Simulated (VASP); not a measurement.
A run of VASP 6.6.1 is set up as follows.

File POSCAR:

```
GaN
1.0
    0.0000000000      2.2489526314      2.2489526314
    2.2489526314      0.0000000000      2.2489526314
    2.2489526314      2.2489526314      0.0000000000
Ga N
1 1
Direct
    0.0000000000      0.0000000000      0.0000000000
    0.7500000000      0.7500000000      0.7500000000
```

Contents of INCAR.step1:

```
SYSTEM = GaN
  PREC = Accurate
  ENCUT = 520
  EDIFF = 1E-5
  ISMEAR = 0
  SIGMA = 0.01
  LREAL = .False.
  LASPH = .True.
  NELM = 80
  ALGO = Normal
  ISIF = 2
  LWAVE = .True.
  NBANDS = 16
  GGA = PE
```

Contents of INCAR.step2:

```
SYSTEM = GaN
  PREC = Accurate
  ENCUT = 520
  EDIFF = 1E-6
  ISMEAR = 0
  SIGMA = 0.01
  LREAL = .False.
  LASPH = .True.
  NELM = 80
  ALGO = Normal
  ISIF = 2
  LWAVE = .False.
  LCHARG = .True.
  GGA = PE
  LHFCALC = .True.
  HFSCREEN = 0.2079
  PRECFOCK = Normal
  LELF = .True.
  LVHAR = .True.
  NBANDS = 16
  ISTART = 1
```

KPOINTS

```
regular mesh
0
Gamma
  6 6 6
  0 0 0
```

Potentials or basis: VASP PAW PBE potentials, release 64 (Ga_d, N).

Run with:

```console
$ cat potpaw_PBE.64/Ga_d/POTCAR potpaw_PBE.64/N/POTCAR > POTCAR
$ cp INCAR.step1 INCAR
$ mpirun -np 1 vasp_std > vasp.out
$ cp INCAR.step2 INCAR
$ mpirun -np 1 vasp_std > vasp.out
```

Task: What does it give for the band gap on the k mesh?

Result: 3.02 eV.

Task: Estimate the pressure.

Result: -0.1 GPa.

Caveat: the PAW data sets were made with another functional, which shifts forces and pressure a little.
